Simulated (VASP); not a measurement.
# Y3Si2F (P6mm) in VASP: single point with PBE

Aim: the single point of Y3Si2F with PBE.

All numbers are computed with VASP 6.6.1; they aren't measurements. Logs are shortened: lines on timing, memory, paths and dates and some standing lists are left out, and cuts for length are marked.

**1. The cell of the first run**

It takes space group P6mm (No. 183, hexagonal). The conventional cell has a = 5.642 Å, b = 5.642 Å, c = 4.167 Å, α = 90.00°, β = 90.00°, γ = 120.00°. Y (site symmetry 2mm) has 4 Si at 2.64 to 2.65 Å and 4 Y at 2.82 Å and 2 F at 2.94 Å within 3.5 Å. Within 3.5 Å of Si (site symmetry 3m) lie 6 Y at 2.64 to 2.65 Å and 3 Si at 3.26 Å and 3 F at 3.49 Å. Within 3.9 Å of F (site symmetry 6mm) lie 6 Y at 2.94 Å and 6 Si at 3.49 Å.

The cell was built from a structure type or drawn by symmetry, and may not be a known phase.

**2. Single point, PBE**

File INCAR:

```
PREC = Accurate
ENCUT = 520
EDIFF = 1E-7
ISMEAR = 0
SIGMA = 0.1
LREAL = F
LASPH = T
NELM = 100
ALGO = Normal
ISIF = 2
LWAVE = F
LCHARG = T
GGA = PE
LELF = T
LVHAR = T
NBANDS = 33
```

File KPOINTS:

```
Automatic mesh
0
Gamma
  6 6 4
```

File POSCAR:

```
Y3Si2F
1.0
    5.6424048500      0.0000000000      0.0000000000
   -2.8212024300      4.8864659400      0.0000000000
    0.0000000000      0.0000000000      4.1673764600
Y Si F
3 2 1
Direct
    0.0000000000      0.5000000000      0.9950230700
    0.5000000000      0.0000000000      0.9950230700
    0.5000000000      0.5000000000      0.9950230700
    0.6666666700      0.3333333300      0.4961477200
    0.3333333300      0.6666666700      0.4961477200
    0.0000000000      0.0000000000      0.1926302600
```

Potentials or basis: VASP PAW PBE potentials, release 64 (Y_sv, Si, F).

Command:

```
$ cat potpaw_PBE.64/Y_sv/POTCAR potpaw_PBE.64/Si/POTCAR potpaw_PBE.64/F/POTCAR > POTCAR
$ mpirun -np 1 vasp_std > vasp.out
```

OUTCAR:

```text
PREC = Accurate
   ENCUT = 520
   EDIFF = 1E-7
   ISMEAR = 0
   LREAL = F
   LASPH = T
   NELM = 100
   ISIF = 2
   GGA = PE

 ion  position               nearest neighbor table
   1  0.000  0.500  0.995-   4 2.64   5 2.64   4 2.65   5 2.65   2 2.82   2 2.82   3 2.82   3 2.82
                             6 2.94   6 2.94
   2  0.500  0.000  0.995-   4 2.64   5 2.64   4 2.65   5 2.65   1 2.82   1 2.82   3 2.82   3 2.82
                             6 2.94   6 2.94
   3  0.500  0.500  0.995-   4 2.64   5 2.64   4 2.65   5 2.65   1 2.82   1 2.82   2 2.82   2 2.82
                             6 2.94   6 2.94
   4  0.667  0.333  0.496-   1 2.64   2 2.64   3 2.64   1 2.65   2 2.65   3 2.65
   5  0.333  0.667  0.496-   1 2.64   2 2.64   3 2.64   1 2.65   2 2.65   3 2.65
   6  0.000  0.000  0.193-   3 2.94   3 2.94   2 2.94   2 2.94   1 2.94   1 2.94

  LATTYP: Found a hexagonal cell.
 ALAT       =     5.6424048500
 C/A-ratio  =     0.7385816103

  Lattice vectors:

 A1 = (   5.6424048500,   0.0000000000,   0.0000000000)
 A2 = (  -2.8212024300,   4.8864659400,   0.0000000000)
 A3 = (   0.0000000000,   0.0000000000,   4.1673764600)

Analysis of symmetry for initial positions (statically):
=====================================================================
 Subroutine PRICEL returns:
 Original cell was already a primitive cell.

 Routine SETGRP: Setting up the symmetry group for a
 hexagonal supercell.

 Subroutine GETGRP returns: Found 12 space group operations
 (whereof 12 operations were pure point group operations)
 out of a pool of 24 trial point group operations.

The static configuration has the point symmetry C_6v.

Analysis of symmetry for dynamics (positions and initial velocities):
=====================================================================
 Subroutine PRICEL returns:
 Original cell was already a primitive cell.

 Routine SETGRP: Setting up the symmetry group for a
 hexagonal supercell.

 Subroutine GETGRP returns: Found 12 space group operations
 (whereof 12 operations were pure point group operations)
 out of a pool of 24 trial point group operations.

The dynamic configuration has the point symmetry C_6v.

 Subroutine INISYM returns: Found 12 space group operations
 (whereof 12 operations are pure point group operations),
 and found     1 'primitive' translations

----------------------------------------------------------------------------------------

                                     Primitive cell

  volume of cell :     114.9005

  direct lattice vectors                    reciprocal lattice vectors
     5.642404850  0.000000000  0.000000000     0.177229395  0.102323439  0.000000000
    -2.821202430  4.886465940  0.000000000     0.000000000  0.204646878  0.000000000
     0.000000000  0.000000000  4.167376460     0.000000000  0.000000000  0.239959123

  length of vectors
     5.642404850  5.642404854  4.167376460     0.204646878  0.204646878  0.239959123

  position of ions in fractional coordinates (direct lattice)
     0.000000000  0.500000000  0.995023070
     0.500000000  0.000000000  0.995023070
     0.500000000  0.500000000  0.995023070
     0.666666670  0.333333330  0.496147720
     0.333333330  0.666666670  0.496147720
     0.000000000  0.000000000  0.192630260

  ion indices of the primitive-cell ions
   primitive index   ion index
                 1           1
                 2           2
                 3           3
                 4           4
                 5           5
                 6           6

----------------------------------------------------------------------------------------

 KPOINTS: Automatic mesh

Automatic generation of k-mesh.
 Grid dimensions read from file:
 generate k-points for:    6    6    4

 Generating k-lattice:

  Cartesian coordinates                     Fractional coordinates (reciprocal lattice)
     0.029538233  0.017053907  0.000000000     0.166666667  0.000000000  0.000000000
     0.000000000  0.034107813  0.000000000     0.000000000  0.166666667  0.000000000
     0.000000000  0.000000000  0.059989781     0.000000000  0.000000000  0.250000000

  Length of vectors
     0.034107813  0.034107813  0.059989781

  Shift w.r.t. Gamma in fractional coordinates (k-lattice)
     0.000000000  0.000000000  0.000000000

 Subroutine IBZKPT returns following result:
 ===========================================

 Found     21 irreducible k-points:

 Following reciprocal coordinates:
            Coordinates               Weight
  0.000000  0.000000  0.000000      1.000000
  0.166667  0.000000  0.000000      6.000000
  0.333333  0.000000  0.000000      6.000000
  0.500000  0.000000  0.000000      3.000000
  0.166667  0.166667  0.000000      6.000000
  0.333333  0.166667  0.000000     12.000000
[... 13 lines left out ...]
  0.333333  0.166667  0.500000     12.000000
  0.333333  0.333333  0.500000      2.000000
   k-points           NKPTS =     21   k-points in BZ     NKDIM =     21   number of bands    NBANDS=     33
   number of dos      NEDOS =    301   number of ions     NIONS =      6
   total plane-waves  NPLWV =  56448
   dimension x,y,z NGX =    42 NGY =   42 NGZ =   32
   dimension x,y,z NGXF=    84 NGYF=   84 NGZF=   64
   ions per type =               3   2   1
   NGX,Y,Z   is equivalent  to a cutoff of  12.37, 12.37, 12.77 a.u.
   NGXF,Y,Z  is equivalent  to a cutoff of  24.75, 24.75, 25.53 a.u.
 SYSTEM =  unknown system
   PREC   = accura    normal or accurate (medium, high low for compatibility)
   ISTART =      0    job   : 0-new  1-cont  2-samecut
   ICHARG =      2    charge: 1-file 2-atom 10-const
   ISPIN  =      1    spin polarized calculation?
   LNONCOLLINEAR =      F non collinear calculations
   LSORBIT =      F    spin-orbit coupling
   LASPH  =      T    aspherical Exc in radial PAW
   ENCUT  =  520.0 eV  38.22 Ry    6.18 a.u.  10.49 10.49  7.75*2*pi/ulx,y,z
   NELM   =    100;   NELMIN=  2; NELMDL= -5     # of ELM steps
   EDIFF  = 0.1E-06   stopping-criterion for ELM
   LREAL  =      F    real-space projection
   EDIFFG = 0.1E-05   stopping-criterion for IOM
   NSW    =      0    number of steps for IOM
   IBRION =     -1    ionic relax: 0-MD 1-quasi-New 2-CG
   NFREE  =      0    steps in history (QN), initial steepest desc. (CG)
   ISIF   =      2    stress and relaxation
   ISYM   =      2    0-nonsym 1-usesym 2-fastsym
   POTIM  = 0.5000    time-step for ionic-motion
   TEBEG  =    0.0;   TEEND  =   0.0 temperature during run
   PSTRESS=    0.0 pullay stress
   NELECT =      48.0000    total number of electrons
   NUPDOWN=      -1.0000    fix difference up-down
   EMIN   =  10.00;   EMAX   =-10.00  energy-range for DOS
   EFERMI =   0.00;   METHOD = LEGACY
   ISMEAR =     0;   SIGMA  =   0.10  broadening in eV -4-tet -1-fermi 0-gaus
   EFERMI_NEDOS =   21; number of points for ismear=-14 and -15
   IALGO  =     38    algorithm
   IMIX   =      4    mixing-type and parameters
     AMIX     =   0.40;   BMIX     =  1.00
     AMIX_MAG =   1.60;   BMIX_MAG =  1.00
  volume/ion in A,a.u.               =      19.15       129.23
  Fermi-wavevector in a.u.,A,eV,Ry     =   1.223812  2.312669 20.377653  1.497715
  Thomas-Fermi vector in A             =   2.358909
   LORBIT       =      0    0 simple, 1 ext, 2 COOP (PROOUT), +10 PAW based schemes
   GGA     = PE    functional components
   LHFCALC =     F    Hartree Fock is set to
   AEXX    =    0.0000 exact exchange contribution
   IVDW    =     0    specifies the selected vdW correction
   LEPSILON=     F    determine dielectric tensor
   LRPA    =     F    only Hartree local field effects (RPA)
 non-spin polarized calculation
 Gauss-broadening in eV      SIGMA  =   0.10
  energy-cutoff  :      520.00
  volume of cell :      114.90
 maximum number of plane-waves:      3120
 NGX is ok and might be reduce to    42
   NGX = 21   NGY = 21   NGZ = 15

 number of electron      48.0000010 magnetization

 Free energy of the ion-electron system (eV)
  ---------------------------------------------------
  ext. energy  EPLUGINS =         0.00000000
  ---------------------------------------------------
  free energy    TOTEN  =       -30.43764562 eV

  energy without entropy =      -30.41792572  energy(sigma->0) =      -30.42778567

 E-fermi :   4.9798     XC(G=0): -10.2408

 val. band max:        4.9657105056   @ k =   0.1667   0.0000   0.0000
 cond. band min:       5.0336945348   @ k =   0.5000   0.0000   0.2500
 fundamental gap:      0.0679840292
 Fermi energy:         4.9798338265

 k-point     1 :       0.0000    0.0000    0.0000
  band No.  band energies     occupation
      1     -37.2378      2.00000
      2     -36.7431      2.00000
      3     -36.7431      2.00000
      4     -18.9857      2.00000
      5     -18.3135      2.00000
      6     -17.9322      2.00000
[... 25 lines left out ...]
     32      10.4396      0.00000
     33      10.6369      0.00000

 k-point     2 :       0.1667    0.0000    0.0000
  band No.  band energies     occupation
      1     -37.2102      2.00000
      2     -36.7741      2.00000
      3     -36.7434      2.00000
      4     -18.8526      2.00000
      5     -18.3694      2.00000
      6     -17.8511      2.00000
[... 25 lines left out ...]
     32       9.9357      0.00000
     33      10.3809      0.00000
[... 646 lines left out ...]
     32       8.2267      0.00000
     33       8.4972      0.00000

 k-point    21 :       0.3333    0.3333    0.5000
  band No.  band energies     occupation
      1     -36.9927      2.00000
      2     -36.9927      2.00000
      3     -36.7412      2.00000
      4     -18.4546      2.00000
      5     -17.8868      2.00000
      6     -17.8868      2.00000
[... 25 lines left out ...]
     32       8.2181      0.00000
     33       8.2183      0.00000

------------------------ aborting loop because EDIFF is reached ----------------------------------------

  FORCE on cell =-STRESS in cart. coord.  units (eV):
  Direction    XX          YY          ZZ          XY          YZ          ZX
  --------------------------------------------------------------------------------------
  -------------------------------------------------------------------------------------
  Total       22.1524712     22.1524712     20.5843619     -0.0000000      0.0000000     -0.0000000
  in kB      308.8950219    308.8950220    287.0292370     -0.0000003      0.0000000     -0.0000000
  external PRESSURE =     301.6064270 kB  Pullay stress =       0.0000000 kB

 VOLUME and BASIS-vectors are now :
 -----------------------------------------------------------------------------
  energy-cutoff  :      520.00
  volume of cell :      114.90
      direct lattice vectors                 reciprocal lattice vectors
     5.642404850  0.000000000  0.000000000     0.177229395  0.102323439  0.000000000
    -2.821202430  4.886465940  0.000000000     0.000000000  0.204646878  0.000000000
     0.000000000  0.000000000  4.167376460     0.000000000  0.000000000  0.239959123

 POSITION                                       TOTAL-FORCE (eV/Angst)
 -----------------------------------------------------------------------------------
     -1.41060      2.44323      4.14664         0.000000     -0.000000      0.486138
      2.82120      0.00000      4.14664         0.000000      0.000000      0.486138
      1.41060      2.44323      4.14664         0.000000     -0.000000      0.486138
      2.82120      1.62882      2.06763        -0.000000     -0.000000      0.202504
     -0.00000      3.25764      2.06763        -0.000000     -0.000000      0.202504
      0.00000      0.00000      0.80276         0.000000     -0.000000     -1.863421
 -----------------------------------------------------------------------------------
    total drift:                               -0.000000     -0.000000      0.000170

  FREE ENERGIE OF THE ION-ELECTRON SYSTEM (eV)
  ---------------------------------------------------
  free  energy   TOTEN  =       -30.4376456214 eV

  energy  without entropy=      -30.4179257220  energy(sigma->0) =      -30.42778567
```

Run time: 3.1 min. Hardware: 1 thread of Intel Xeon Platinum 8488C (Sapphire Rapids), shared host; peak memory 0.26 GiB.

Results:

| Quantity | Value |
| --- | --- |
| Free energy | -30.4376 eV |
| Pressure | 30.2 GPa |
| Largest force | 1.863 eV/Å |
| Band gap on the k mesh | zero (bands 24 and 25 overlap by 1.26 eV) |

Forces on the atoms (eV/Å):
```
Y    0.000  0.000  0.486
Y    0.000  0.000  0.486
Y    0.000  0.000  0.486
Si   0.000  0.000  0.203
Si   0.000  0.000  0.203
F    0.000  0.000 -1.863
```

Stress tensor (GPa, compression positive):
```
30.89  0.00  0.00
 0.00 30.89  0.00
 0.00  0.00 28.70
```

Caveat: the k points lie up to 0.38 Å⁻¹ apart, too coarse for converged energies and pressures of a metal; forces of over 1 eV/Å act on the atoms, so gaps and moduli don't describe the material at rest.
